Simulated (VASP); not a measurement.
Here is a VASP 6.6.1 calculation.

Contents of INCAR:

```
ALGO = Normal ; EDIFF = 1E-6
ENCUT = 520 ; GGA = CA
ISIF = 2 ; ISMEAR = 0
LASPH = True ; LCHARG = False
LREAL = False ; LWAVE = False
NBANDS = 35 ; NELM = 100
PREC = Accurate ; SIGMA = 0.05
```

File KPOINTS:

```
k-points
0
Gamma
  6 6 8
```

File POSCAR:

```
SnO2
1.0
    4.7222897775      0.0000000000      0.0000000000
    0.0000000000      4.7228698889      0.0000000000
    0.0000000000      0.0000000000      3.1904047622
Sn O
2 4
Direct
    0.5000000000      0.5000000000      0.5000000000
    0.0000000000      0.0000000000      0.0000000000
    0.3059833077      0.3321134587      0.0000000000
    0.8059833077      0.1678865413      0.5000000000
    0.1940166923      0.8321134587      0.5000000000
    0.6940166923      0.6678865413      0.0000000000
```

Potentials or basis: VASP PAW LDA potentials, release 64 (Sn_d, O).

The run is started by

```console
$ cat potpaw_LDA.64/Sn_d/POTCAR potpaw_LDA.64/O/POTCAR > POTCAR
$ mpirun -np 1 vasp_std > vasp.out
```

Q: Predict the band gap on the k mesh.

A: 1.46 eV.

Q: Estimate the largest force.

A: 2.164 eV/Å.

Q: Estimate the pressure.

A: 5.5 GPa.

Stress tensor (GPa, compression positive):
```
4.88 0.00 0.00
0.00 2.43 0.00
0.00 0.00 9.26
```

Caveat: the cell differs from its parent crystal (atoms shifted along a free coordinate); the cell stands under pressure; spin-orbit coupling is left out, which moves the levels of the heavy elements; forces of over 1 eV/Å act on the atoms, so gaps and moduli don't describe the material at rest.
